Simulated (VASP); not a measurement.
Wanted: the native input for a VASP 6.6.1 run.

* Task: single point
* Functional: RPBE
* Dispersion: D3(BJ)
* Potentials or basis: VASP PAW PBE potentials, release 64 (Ti_sv)
* Cutoff: 520 eV
* k mesh: 7 × 7 × 4
* Occupations: gaussian, width 0.02 eV
* Spin: no spin polarisation
* Dipole correction: no
* k mesh for the DOS: 11 × 11 × 6
* Occupations for the DOS: tetrahedron
* Further INCAR settings: ALGO = Fast; EDIFF = 1e-06

Crystal: Ti.

```
Ti
1.0
     2.95000    0.00000    0.00000
    -1.47500    2.55477    0.00000
     0.00000    0.00000    4.68000
Ti
2
Direct
  0.66667 0.33333 0.75000
  0.33333 0.66667 0.25000
```

One way to write it, as run:

POSCAR

```
Ti
1.0
    2.9500000000      0.0000000000      0.0000000000
   -1.4750000000      2.5547749412      0.0000000000
    0.0000000000      0.0000000000      4.6800000000
Ti
2
Direct
    0.6666666667      0.3333333333      0.7500000000
    0.3333333333      0.6666666667      0.2500000000
```

INCAR.step1

```
PREC = Accurate ; ENCUT = 520
EDIFF = 1E-6 ; ISMEAR = 0
SIGMA = 0.02 ; LREAL = F
LASPH = T ; NELM = 100
ALGO = Fast ; ISIF = 2
LWAVE = F ; LCHARG = T
LMAXMIX = 4 ; GGA = RP
IVDW = 12 ; NBANDS = 19
```

KPOINTS.step1

```
regular mesh
0
Gamma
  7 7 4
```

INCAR.step2

```
PREC = Accurate ; ENCUT = 520
EDIFF = 1E-6 ; ISMEAR = -5
SIGMA = 0.02 ; LREAL = F
LASPH = T ; NELM = 100
ALGO = Fast ; ISIF = 2
LWAVE = F ; LCHARG = F
LMAXMIX = 4 ; GGA = RP
IVDW = 12 ; LORBIT = 10
NEDOS = 1001 ; ICHARG = 11
```

KPOINTS.step2

```
regular mesh
0
Gamma
  11 11 6
```

Potentials or basis: VASP PAW PBE potentials, release 64 (Ti_sv).

The run is started by

```sh
$ cat potpaw_PBE.64/Ti_sv/POTCAR > POTCAR
$ cp INCAR.step1 INCAR
$ cp KPOINTS.step1 KPOINTS
$ mpirun -np 1 vasp_std > vasp.out
$ cp INCAR.step2 INCAR
$ cp KPOINTS.step2 KPOINTS
$ mpirun -np 1 vasp_std > vasp.out
```

Results of the run:

- Valence electrons inside the program's atomic spheres: Ti 10.22
- Dispersion energy per atom: -3.483 eV

Run time: 26 s on 1 thread of Intel(R) Xeon(R) 6975P-C (Granite Rapids) (shared host), peak memory 0.17 GiB.
